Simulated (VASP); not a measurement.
Input of a VASP 6.6.1 run:

INCAR

```
SYSTEM = LiF
ALGO = Normal
EDIFF = 1E-6
ENCUT = 520
GGA = PE
ISIF = 2
ISMEAR = -1
LASPH = .TRUE.
LCHARG = .TRUE.
LELF = .TRUE.
LREAL = .FALSE.
LVHAR = .TRUE.
LWAVE = .FALSE.
NBANDS = 12
NELM = 100
PREC = Accurate
SIGMA = 0.02
```

The input KPOINTS:

```
k-points
0
G
  10 10 10
  0 0 0
```

The input POSCAR:

```
LiF
1.0
    0.0000000000      1.9948717404      1.9948717404
    1.9948717404      0.0000000000      1.9948717404
    1.9948717404      1.9948717404      0.0000000000
Li F
1 1
Direct
    0.0000000000      0.0000000000      0.0000000000
    0.5000000000      0.5000000000      0.5000000000
```

Potentials or basis: VASP PAW PBE potentials, release 64 (Li_sv, F).

Run with:

```bash
$ cat potpaw_PBE.64/Li_sv/POTCAR potpaw_PBE.64/F/POTCAR > POTCAR
$ mpirun -np 1 vasp_std > vasp.out
```

Problem. Estimate the band gap on the k mesh.

Solution. 9.35 eV, direct.

 As with any semilocal functional, this PBE gap is likely too small.
